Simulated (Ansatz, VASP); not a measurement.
## One calculation of FePt, two programs

File INCAR:

```
SYSTEM = FePt
PREC     = Accurate       ! precision mode
ENCUT    = 600            ! plane-wave cutoff, eV
EDIFF    = 1E-6           ! SCF threshold, eV
ISMEAR   = 0              ! smearing method
SIGMA    = 0.2            ! smearing width, eV
LREAL    = .FALSE.        ! projectors in reciprocal space
LASPH    = .TRUE.         ! aspherical terms in the spheres
NELM     = 200            ! most SCF steps
ALGO     = Normal         ! electronic algorithm
ISIF     = 2              ! what is computed and relaxed
LWAVE    = .FALSE.        ! write WAVECAR
LCHARG   = .FALSE.        ! write CHGCAR
ISPIN    = 2              ! spin polarisation
MAGMOM   = 3.28 3.28 0.42 0.42 ! initial moments
LORBIT   = 11             ! projections on sites
LMAXMIX  = 4              ! l up to which the mixer works
GGA      = PE             ! functional
NBANDS   = 30             ! bands
GGA_COMPAT= .FALSE.
```

Contents of KPOINTS:

```
Automatic mesh
0
G
  8 8 4
  0 0 0
```

POSCAR

```
FePt
1.0
    2.7291032820      0.0000000000      0.0000000000
    0.0000000000      2.7291032820      0.0000000000
    0.0000000000      0.0000000000      7.5304517136
Fe Pt
2 2
Direct
    0.5000000000      0.5000000000      0.2500000000
    0.5000000000      0.5000000000      0.7500000000
    0.0000000000      0.0000000000      0.0000000000
    0.0000000000      0.0000000000      0.5000000000
```

Input for Ansatz:

```yaml
crystal:
  lattice:
    - [2.729103282, 0.0, 0.0]
    - [0.0, 2.729103282, 0.0]
    - [0.0, 0.0, 7.5304517136]
  atoms:
    - { symbol: Fe, position: [0.5, 0.5, 0.25], spin: 3.28 }
    - { symbol: Fe, position: [0.5, 0.5, 0.75], spin: 3.28 }
    - { symbol: Pt, position: [0.0, 0.0, 0.0], spin: 0.42 }
    - { symbol: Pt, position: [0.0, 0.0, 0.5], spin: 0.42 }
basis:
  ecutwfc: 420
kpoints:
  mp_grid: { grid: [8, 8, 4] }
hamiltonian:
  xc: pbe
scf:
  occupations: { method: gaussian, width: 0.2 }
  lower_state_search: "off"
output:
  forces: true
  stress: true
  eigenvalues: true
  populations: true
magnetization:
  spin_polarized: true
```

Alike in both runs: task single point; functional PBE; k mesh 8 × 8 × 4; occupations gaussian, width 0.2 eV; collinear spin.

|  | VASP | Ansatz |
| --- | --- | --- |
| version | VASP 6.6.1 | Ansatz 0.2.0 |
| potentials or method | VASP PAW PBE potentials, release 64 (Fe, Pt), cutoff 600 eV | scalar-relativistic, plane waves, PAW |
| valence electrons in the cell | 36 | 68 |

Ansatz gave:

```
gap on the k mesh at the Fermi level (eV)                     : none
pressure (GPa)                                                : 0.0
traceless stress, the component that is largest in VASP (GPa) : -0.43
net moment per atom (μB)                                      : 1.66
size of the moment on the site where the two differ most (μB) : 0.40
```

Q: Which values does VASP return?

A: gap on the k mesh at the Fermi level (eV): none; pressure (GPa): -0.3; traceless stress, the component that is largest in VASP (GPa): -0.41; net moment per atom (μB): 1.66; size of the moment on the site where the two differ most (μB): 0.34.

Site moments also hang on the region over which each program counts them. A gap of «none» marks a metal or a gap that the smearing closes. VASP's potentials hold 36 valence electrons a cell and Ansatz's 68, so a difference there can come from the potentials and not from the codes.

Neither program's run includes spin-orbit coupling.
